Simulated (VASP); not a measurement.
Here is a VASP 6.6.1 calculation.

Contents of POSCAR:

```
Ni
1.0
    2.3052625428      0.0000000000      0.0000000000
    0.0000000000      2.3052625428      0.0000000000
    0.0000000000      0.0000000000      2.3052625428
Ni
1
Direct
    0.0000000000      0.0000000000      0.0000000000
```

The input INCAR.step1:

```
PREC     = Accurate       # precision mode
ENCUT    = 660            # plane-wave cutoff, eV
ISMEAR   = -1             # smearing method
SIGMA    = 0.1            # smearing width, eV
LREAL    = False          # projectors in reciprocal space
LASPH    = True           # aspherical terms in the spheres
NELM     = 200            # most SCF steps
ISPIN    = 2              # spin polarisation
MAGMOM   = 0.884          # initial moments
LMAXMIX  = 4              # l up to which the mixer works
NBANDS   = 15             # bands
GGA      = PE             # functional
ALGO     = Normal         # electronic algorithm
EDIFF    = 1E-5           # SCF threshold, eV
LWAVE    = True           # write WAVECAR
LCHARG   = False          # write CHGCAR
GGA_COMPAT= False
```

Contents of INCAR.step2:

```
PREC     = Accurate       # precision mode
ENCUT    = 660            # plane-wave cutoff, eV
EDIFF    = 1E-6           # SCF threshold, eV
ISMEAR   = -1             # smearing method
SIGMA    = 0.1            # smearing width, eV
LREAL    = False          # projectors in reciprocal space
LASPH    = True           # aspherical terms in the spheres
NELM     = 200            # most SCF steps
ALGO     = Normal         # electronic algorithm
ISIF     = 2              # what is computed and relaxed
LWAVE    = False          # write WAVECAR
LCHARG   = False          # write CHGCAR
ISPIN    = 2              # spin polarisation
MAGMOM   = 0.884          # initial moments
LORBIT   = 11             # projections on sites
LMAXMIX  = 4              # l up to which the mixer works
METAGGA  = R2SCAN         # meta-GGA
LMIXTAU  = True         
NBANDS   = 15             # bands
ISTART   = 1            
GGA_COMPAT= False
```

The input KPOINTS:

```
Automatic mesh
0
Gamma
  7 7 7
```

Potentials or basis: VASP PAW PBE potentials, release 64 (Ni).

Command:

```console
$ cat potpaw_PBE.64/Ni/POTCAR > POTCAR
$ cp INCAR.step1 INCAR
$ mpirun -np 1 vasp_std > vasp.out
$ cp INCAR.step2 INCAR
$ mpirun -np 1 vasp_std > vasp.out
```

(1) What does it give for the pressure?

(2) Predict the band gap on the k mesh.

(3) Predict the net moment.

Results:

(1) -3.1 GPa.

(2) zero (filled and empty bands overlap).

(3) 0.00 μB per cell.

Caveat: the k points lie up to 0.39 Å⁻¹ apart; the PAW data sets were made with another functional, which shifts forces and pressure a little.
